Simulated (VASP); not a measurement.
A run of VASP 6.6.1:

File INCAR:

```
SYSTEM = CuI
  PREC = Accurate
  ENCUT = 520
  EDIFF = 1E-6
  ISMEAR = 0
  SIGMA = 0.2
  LREAL = .False.
  LASPH = .True.
  NELM = 80
  ALGO = Normal
  ISIF = 2
  LWAVE = .False.
  LCHARG = .True.
  GGA = PS
  LELF = .True.
  LVHAR = .True.
  NBANDS = 16
```

File KPOINTS:

```
regular mesh
0
Gamma
  6 6 6
  0 0 0
```

POSCAR

```
CuI
1.0
    0.0000000000      3.0120429050      3.0120429050
    3.0120429050      0.0000000000      3.0120429050
    3.0120429050      3.0120429050      0.0000000000
Cu I
1 1
Direct
    0.2500000000      0.2500000000      0.2500000000
    0.0000000000      0.0000000000      0.0000000000
```

Potentials or basis: VASP PAW PBE potentials, release 64 (Cu, I).

The run is started by

```sh
$ cat potpaw_PBE.64/Cu/POTCAR potpaw_PBE.64/I/POTCAR > POTCAR
$ mpirun -np 1 vasp_std > vasp.out
```

Hardware: 1 thread of Intel(R) Xeon(R) 6975P-C (Granite Rapids), with other jobs on the host.

Task: Estimate the wall time of this run.

Result: It took 6.4 s on 1 thread of Intel(R) Xeon(R) 6975P-C (Granite Rapids), on a shared host, peak memory 0.17 GiB. Counts: scf iterations 13, k points 16.
